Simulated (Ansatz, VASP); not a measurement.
SiC: VASP beside Ansatz

Contents of INCAR:

```
PREC     = Accurate       # precision mode
ENCUT    = 600            # plane-wave cutoff, eV
EDIFF    = 1E-6           # SCF threshold, eV
ISMEAR   = 0              # smearing method
SIGMA    = 0.02           # smearing width, eV
LREAL    = False          # projectors in reciprocal space
LASPH    = True           # aspherical terms in the spheres
NELM     = 80             # most SCF steps
ALGO     = Normal         # electronic algorithm
ISIF     = 3              # what is computed and relaxed
LWAVE    = False          # write WAVECAR
LCHARG   = False          # write CHGCAR
GGA      = PE             # functional
IBRION   = 2              # ionic algorithm
NSW      = 100            # ionic steps
EDIFFG   = -0.005         # ionic threshold
```

File KPOINTS:

```
Automatic mesh
0
Gamma
  12 12 4
```

File POSCAR:

```
SiC
1.0
    3.0756941500      0.0000000000      0.0000000000
   -1.5378470700      2.6636292700      0.0000000000
    0.0000000000      0.0000000000     10.0706464800
Si C
4 4
Direct
    0.6666666700      0.3333333300      0.9378419800
    0.3333333300      0.6666666700      0.4378419800
    0.0000000000      0.0000000000      0.6878943800
    0.0000000000      0.0000000000      0.1878943800
    0.6666666700      0.3333333300      0.7498025900
    0.3333333300      0.6666666700      0.2498025900
    0.0000000000      0.0000000000      0.5004600500
    0.0000000000      0.0000000000      0.0004600500
```

Input for Ansatz:

```yaml
crystal:
  lattice:
    - [3.07569415, 0.0, 0.0]
    - [-1.53784707, 2.66362927, 0.0]
    - [0.0, 0.0, 10.07064648]
  atoms:
    - { symbol: Si, position: [0.66666667, 0.33333333, 0.93784198] }
    - { symbol: Si, position: [0.33333333, 0.66666667, 0.43784198] }
    - { symbol: Si, position: [0.0, 0.0, 0.68789438] }
    - { symbol: Si, position: [0.0, 0.0, 0.18789438] }
    - { symbol: C, position: [0.66666667, 0.33333333, 0.74980259] }
    - { symbol: C, position: [0.33333333, 0.66666667, 0.24980259] }
    - { symbol: C, position: [0.0, 0.0, 0.50046005] }
    - { symbol: C, position: [0.0, 0.0, 0.00046005] }
basis:
  ecutwfc: 420
kpoints:
  mp_grid: { grid: [12, 12, 4] }
hamiltonian:
  xc: pbe
scf:
  occupations: { method: gaussian, width: 0.02 }
output:
  forces: true
  stress: true
  eigenvalues: true
  write_density: true
  write_potential: true
  elf: true
  volumetric_format: npy
relax:
  adjacent_minimum: "off"
  f_tol: 0.005
  max_steps: 80
  cell: { stress_tol: 0.05 }
```

Alike in both runs: task relaxation of cell and atoms; functional PBE; k mesh 12 × 12 × 4; occupations gaussian, width 0.02 eV; no spin polarisation.

|  | VASP | Ansatz |
| --- | --- | --- |
| version | VASP 6.6.1 | Ansatz 0.2.0 |
| potentials or method | VASP PAW PBE potentials, release 64 (Si, C), cutoff 600 eV | scalar-relativistic, plane waves, PAW |
| valence electrons in the cell | 32 | 32 |

|  | VASP | Ansatz | Ansatz less VASP |
| --- | --- | --- | --- |
| gap on the k mesh at the Fermi level, each at its own relaxed structure (eV) | 2.22 | 2.22 | +0.001 |
| relaxed volume (Å³/atom) | 10.49 | 10.50 | +0.010 |
| relaxed length of the cell vector where the two differ most in proportion (Å) | 3.093 | 3.094 | +0.0010 |
